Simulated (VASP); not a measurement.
# Al (Fm-3m) in VASP: further runs

Al is run at these levels: revPBE; tasks: single point.

Everything below comes from runs of VASP 6.6.1. Logs are shortened: lines on timing, memory, paths and dates and some standing lists are left out, and cuts for length are marked.

### Step 1. The cell of the first run

It takes space group Fm-3m (No. 225, cubic). The conventional cell has a = 4.059 Å, b = 4.059 Å, c = 4.059 Å, α = 90.00°, β = 90.00°, γ = 90.00°. Within 3.8 Å of Al (site symmetry m-3m) lie 12 Al at 2.87 Å.

### Step 2. Single point, revPBE

The input, INCAR:

```
SYSTEM = Al
PREC = Accurate ; ENCUT = 520
EDIFF = 1E-6 ; ISMEAR = -1
SIGMA = 0.1 ; LREAL = .False.
LASPH = .True. ; NELM = 100
ALGO = Normal ; ISIF = 2
LWAVE = .False. ; LCHARG = .True.
GGA = RE ; LELF = .True.
LVHAR = .True. ; NBANDS = 8
```

The input, KPOINTS:

```
Automatic mesh
0
Gamma
  22 22 22
  0 0 0
```

The input, POSCAR:

```
Al
1.0
    0.0000000000      2.0295462554      2.0295462554
    2.0295462554      0.0000000000      2.0295462554
    2.0295462554      2.0295462554      0.0000000000
Al
1
Direct
    0.0000000000      0.0000000000      0.0000000000
```

Potentials or basis: VASP PAW PBE potentials, release 64 (Al).

On the command line:

```
$ cat potpaw_PBE.64/Al/POTCAR > POTCAR
$ mpirun -np 1 vasp_std > vasp.out
```

OUTCAR:

```text
SYSTEM = Al
   PREC = Accurate
   ENCUT = 520
   EDIFF = 1E-6
   ISMEAR = -1
   LREAL = .False.
   LASPH = .True.
   NELM = 100
   ISIF = 2
   GGA = RE

 ion  position               nearest neighbor table
   1  0.000  0.000  0.000-

  LATTYP: Found a face centered cubic cell.
 ALAT       =     4.0590925108

  Lattice vectors:

 A1 = (   0.0000000000,   2.0295462554,   2.0295462554)
 A2 = (   2.0295462554,   0.0000000000,   2.0295462554)
 A3 = (   2.0295462554,   2.0295462554,   0.0000000000)

Analysis of symmetry for initial positions (statically):
=====================================================================
 Subroutine PRICEL returns:
 Original cell was already a primitive cell.

 Routine SETGRP: Setting up the symmetry group for a
 face centered cubic supercell.

 Subroutine GETGRP returns: Found 48 space group operations
 (whereof 48 operations were pure point group operations)
 out of a pool of 48 trial point group operations.

The static configuration has the point symmetry O_h .

Analysis of symmetry for dynamics (positions and initial velocities):
=====================================================================
 Subroutine PRICEL returns:
 Original cell was already a primitive cell.

 Routine SETGRP: Setting up the symmetry group for a
 face centered cubic supercell.

 Subroutine GETGRP returns: Found 48 space group operations
 (whereof 48 operations were pure point group operations)
 out of a pool of 48 trial point group operations.

The dynamic configuration has the point symmetry O_h .

 Subroutine INISYM returns: Found 48 space group operations
 (whereof 48 operations are pure point group operations),
 and found     1 'primitive' translations

----------------------------------------------------------------------------------------

                                     Primitive cell

  volume of cell :      16.7196

  direct lattice vectors                    reciprocal lattice vectors
     0.000000000  2.029546255  2.029546255    -0.246360485  0.246360485  0.246360485
     2.029546255  0.000000000  2.029546255     0.246360485 -0.246360485  0.246360485
     2.029546255  2.029546255  0.000000000     0.246360485  0.246360485 -0.246360485

  length of vectors
     2.870211840  2.870211840  2.870211840     0.426708877  0.426708877  0.426708877

  position of ions in fractional coordinates (direct lattice)
     0.000000000  0.000000000  0.000000000

  ion indices of the primitive-cell ions
   primitive index   ion index
                 1           1

----------------------------------------------------------------------------------------

 KPOINTS: Automatic mesh

Automatic generation of k-mesh.
 Grid dimensions read from file:
 generate k-points for:   22   22   22

 Generating k-lattice:

  Cartesian coordinates                     Fractional coordinates (reciprocal lattice)
    -0.011198204  0.011198204  0.011198204     0.045454545  0.000000000  0.000000000
     0.011198204 -0.011198204  0.011198204     0.000000000  0.045454545  0.000000000
     0.011198204  0.011198204 -0.011198204     0.000000000  0.000000000  0.045454545

  Length of vectors
     0.019395858  0.019395858  0.019395858

  Shift w.r.t. Gamma in fractional coordinates (k-lattice)
     0.000000000  0.000000000  0.000000000

 Subroutine IBZKPT returns following result:
 ===========================================

 Found    328 irreducible k-points:

 Following reciprocal coordinates:
            Coordinates               Weight
  0.000000  0.000000  0.000000      1.000000
  0.045455  0.000000  0.000000      8.000000
  0.090909  0.000000  0.000000      8.000000
  0.136364  0.000000  0.000000      8.000000
  0.181818  0.000000  0.000000      8.000000
  0.227273  0.000000  0.000000      8.000000
[... 16 lines left out ...]
  0.500000  0.045455  0.000000     24.000000
 -0.454545  0.045455  0.000000     24.000000
 [... further k-points ...]
   k-points           NKPTS =    328   k-points in BZ     NKDIM =    328   number of bands    NBANDS=      8
   number of dos      NEDOS =    301   number of ions     NIONS =      1
   total plane-waves  NPLWV =  13824
   dimension x,y,z NGX =    24 NGY =   24 NGZ =   24
   dimension x,y,z NGXF=    48 NGYF=   48 NGZF=   48
   ions per type =               1
   NGX,Y,Z   is equivalent  to a cutoff of  13.90, 13.90, 13.90 a.u.
   NGXF,Y,Z  is equivalent  to a cutoff of  27.80, 27.80, 27.80 a.u.
 SYSTEM =  Al
   PREC   = accura    normal or accurate (medium, high low for compatibility)
   ISTART =      0    job   : 0-new  1-cont  2-samecut
   ICHARG =      2    charge: 1-file 2-atom 10-const
   ISPIN  =      1    spin polarized calculation?
   LNONCOLLINEAR =      F non collinear calculations
   LSORBIT =      F    spin-orbit coupling
   LASPH  =      T    aspherical Exc in radial PAW
   ENCUT  =  520.0 eV  38.22 Ry    6.18 a.u.   5.34  5.34  5.34*2*pi/ulx,y,z
   NELM   =    100;   NELMIN=  2; NELMDL= -5     # of ELM steps
   EDIFF  = 0.1E-05   stopping-criterion for ELM
   LREAL  =      F    real-space projection
   EDIFFG = 0.1E-04   stopping-criterion for IOM
   NSW    =      0    number of steps for IOM
   IBRION =     -1    ionic relax: 0-MD 1-quasi-New 2-CG
   NFREE  =      0    steps in history (QN), initial steepest desc. (CG)
   ISIF   =      2    stress and relaxation
   ISYM   =      2    0-nonsym 1-usesym 2-fastsym
   POTIM  = 0.5000    time-step for ionic-motion
   TEBEG  =    0.0;   TEEND  =   0.0 temperature during run
   PSTRESS=    0.0 pullay stress
   NELECT =       3.0000    total number of electrons
   NUPDOWN=      -1.0000    fix difference up-down
   EMIN   =  10.00;   EMAX   =-10.00  energy-range for DOS
   EFERMI =   0.00;   METHOD = LEGACY
   ISMEAR =    -1;   SIGMA  =   0.10  broadening in eV -4-tet -1-fermi 0-gaus
   EFERMI_NEDOS =   21; number of points for ismear=-14 and -15
   IALGO  =     38    algorithm
   IMIX   =      4    mixing-type and parameters
     AMIX     =   0.40;   BMIX     =  1.00
     AMIX_MAG =   1.60;   BMIX_MAG =  1.00
  volume/ion in A,a.u.               =      16.72       112.83
  Fermi-wavevector in a.u.,A,eV,Ry     =   0.923364  1.744905 11.600343  0.852601
  Thomas-Fermi vector in A             =   2.048993
   LORBIT       =      0    0 simple, 1 ext, 2 COOP (PROOUT), +10 PAW based schemes
   GGA     = RE    functional components
   LHFCALC =     F    Hartree Fock is set to
   AEXX    =    0.0000 exact exchange contribution
   IVDW    =     0    specifies the selected vdW correction
   LEPSILON=     F    determine dielectric tensor
   LRPA    =     F    only Hartree local field effects (RPA)
 non-spin polarized calculation
  energy-cutoff  :      520.00
  volume of cell :       16.72
 maximum number of plane-waves:       465
 NGX is ok and might be reduce to    24
   NGX = 11   NGY = 11   NGZ = 11

 number of electron       3.0000000 magnetization

 Free energy of the ion-electron system (eV)
  ---------------------------------------------------
  ext. energy  EPLUGINS =         0.00000000
  ---------------------------------------------------
  free energy    TOTEN  =        -3.56182022 eV

  energy without entropy =       -3.54921228  energy(sigma->0) =       -3.55551625

 E-fermi :   7.9233     XC(G=0): -10.1075

 val. band max:        7.8904814065   @ k =   0.5000   0.2727   0.0455
 cond. band min:       7.9406848495   @ k =  -0.4545   0.3636   0.0000
 fundamental gap:      0.0502034430
 Fermi energy:         7.9233383876

 k-point     1 :       0.0000    0.0000    0.0000
  band No.  band energies     occupation
      1      -3.1081      2.00000
      2      20.4625      0.00000
      3      20.4625      0.00000
      4      20.4625      0.00000
      5      21.9607      0.00000
      6      21.9607      0.00000
      7      21.9607      0.00000
      8      24.2479      0.00000

 k-point     2 :       0.0455    0.0000    0.0000
  band No.  band energies     occupation
      1      -3.0524      2.00000
      2      19.3356      0.00000
      3      20.2413      0.00000
      4      20.2413      0.00000
      5      22.2694      0.00000
      6      22.2694      0.00000
      7      22.4468      0.00000
      8      24.8479      0.00000

 k-point     3 :       0.0909    0.0000    0.0000
  band No.  band energies     occupation
      1      -2.8854      2.00000
      2      17.5642      0.00000
      3      19.8313      0.00000
      4      19.8313      0.00000
      5      22.6034      0.00000
      6      22.9312      0.00000
      7      22.9312      0.00000
      8      26.1077      0.00000

 k-point     4 :       0.1364    0.0000    0.0000
  band No.  band energies     occupation
      1      -2.6075      2.00000
      2      15.7354      0.00000
      3      19.4354      0.00000
      4      19.4354      0.00000
      5      22.5100      0.00000
      6      23.6610      0.00000
      7      23.6610      0.00000
      8      25.2878      0.00000

 k-point     5 :       0.1818    0.0000    0.0000
  band No.  band energies     occupation
      1      -2.2194      2.00000
      2      13.9359      0.00000
      3      19.1063      0.00000
      4      19.1063      0.00000
      5      22.3605      0.00000
      6      23.7444      0.00000
      7      23.7444      0.00000
      8      25.2244      0.00000
[... 177 lines left out ...]
 k-point    22 :       0.4545    0.0455    0.0000
  band No.  band energies     occupation
      1       2.0533      2.00000
      2       5.1873      2.00000
      3      18.0088      0.00000
      4      18.5457      0.00000
      5      19.2747      0.00000
      6      20.8275      0.00000
      7      23.1972      0.00000
      8      24.0765      0.00000

 k-point    23 :       0.5000    0.0455    0.0000
  band No.  band energies     occupation
      1       3.1329      2.00000
      2       3.9444      2.00000
      3      18.1093      0.00000
      4      18.2826      0.00000
      5      19.5570      0.00000
      6      20.3994      0.00000
      7      23.5168      0.00000
      8      23.5972      0.00000

 k-point    24 :      -0.4545    0.0455    0.0000
  band No.  band energies     occupation
      1       2.7656      2.00000
      2       4.3443      2.00000
      3      17.7679      0.00000
      4      18.6506      0.00000
      5      19.9340      0.00000
      6      20.0641      0.00000
      7      23.2049      0.00000
      8      23.9346      0.00000

 [... further k-points ...]

------------------------ aborting loop because EDIFF is reached ----------------------------------------

  FORCE on cell =-STRESS in cart. coord.  units (eV):
  Direction    XX          YY          ZZ          XY          YZ          ZX
  --------------------------------------------------------------------------------------
  -------------------------------------------------------------------------------------
  Total       -0.0080692     -0.0080692     -0.0080692      0.0000000      0.0000000     -0.0000000
  in kB       -0.7732365     -0.7732365     -0.7732365      0.0000000      0.0000000     -0.0000000
  external PRESSURE =      -0.7732365 kB  Pullay stress =       0.0000000 kB

 VOLUME and BASIS-vectors are now :
 -----------------------------------------------------------------------------
  energy-cutoff  :      520.00
  volume of cell :       16.72
      direct lattice vectors                 reciprocal lattice vectors
     0.000000000  2.029546255  2.029546255    -0.246360485  0.246360485  0.246360485
     2.029546255  0.000000000  2.029546255     0.246360485 -0.246360485  0.246360485
     2.029546255  2.029546255  0.000000000     0.246360485  0.246360485 -0.246360485

 POSITION                                       TOTAL-FORCE (eV/Angst)
 -----------------------------------------------------------------------------------
      0.00000      0.00000      0.00000         0.000000      0.000000      0.000000
 -----------------------------------------------------------------------------------
    total drift:                                0.000000     -0.000000      0.000000

  FREE ENERGIE OF THE ION-ELECTRON SYSTEM (eV)
  ---------------------------------------------------
  free  energy   TOTEN  =        -3.5618202236 eV

  energy  without entropy=       -3.5492122753  energy(sigma->0) =       -3.55551625
```

It took 21 s on 1 thread of Intel Xeon Platinum 8375C at 2.90GHz (Ice Lake), shared host; peak memory 0.16 GiB.

Results:

```yaml
Free_energy: -3.5618 eV
Pressure: -0.1 GPa
```

Caveat: the PAW data sets were made with another functional, which shifts forces and pressure a little.

(Part 1 of 2 ends here.)
